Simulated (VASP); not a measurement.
Wanted: the native input for a VASP 6.6.1 run.

```yaml
Task: single point
Functional: PBE
Dispersion: D3(BJ)
Potentials_or_basis: VASP PAW PBE potentials, release 64 (Hf_pv, O)
Cutoff: 520 eV
k_mesh: 8 × 8 × 8
Occupations: gaussian, width 0.01 eV
Spin: no spin polarisation
Dipole_correction: no
Further_INCAR_settings: ALGO = Normal; EDIFF = 1e-06; NBANDS = 18
```

The structure of HfO2 lies in POSCAR:

```
HfO2
1.0
    0.0000000000      2.5362091923      2.5362091923
    2.5362091923      0.0000000000      2.5362091923
    2.5362091923      2.5362091923      0.0000000000
Hf O
1 2
Direct
    0.0000000000      0.0000000000      0.0000000000
    0.2500000000      0.2500000000      0.2500000000
    0.7500000000      0.7500000000      0.7500000000
```

These files were run (other wordings do the same):

INCAR

```
  ALGO = Normal
  EDIFF = 1E-6
  ENCUT = 520
  GGA = PE
  ISIF = 2
  ISMEAR = 0
  IVDW = 12
  LASPH = T
  LCHARG = T
  LELF = T
  LREAL = F
  LVHAR = T
  LWAVE = F
  NBANDS = 18
  NELM = 100
  PREC = Accurate
  SIGMA = 0.01
```

KPOINTS

```
k-points
0
Gamma
  8 8 8
```

Potentials or basis: VASP PAW PBE potentials, release 64 (Hf_pv, O).

Run with:

```sh
$ cat potpaw_PBE.64/Hf_pv/POTCAR potpaw_PBE.64/O/POTCAR > POTCAR
$ mpirun -np 1 vasp_std > vasp.out
```

Results of the run:

```yaml
Pressure: -3.7 GPa
Band_gap_on_the_k_mesh: 3.80 eV, direct
Dispersion_energy_per_atom: -0.239 eV
```

Caveat: spin-orbit coupling is left out, which moves the levels of the heavy elements.

Run time: 15 s on 1 thread of Intel(R) Xeon(R) Platinum 8488C (Sapphire Rapids) (shared host), peak memory 0.17 GiB.
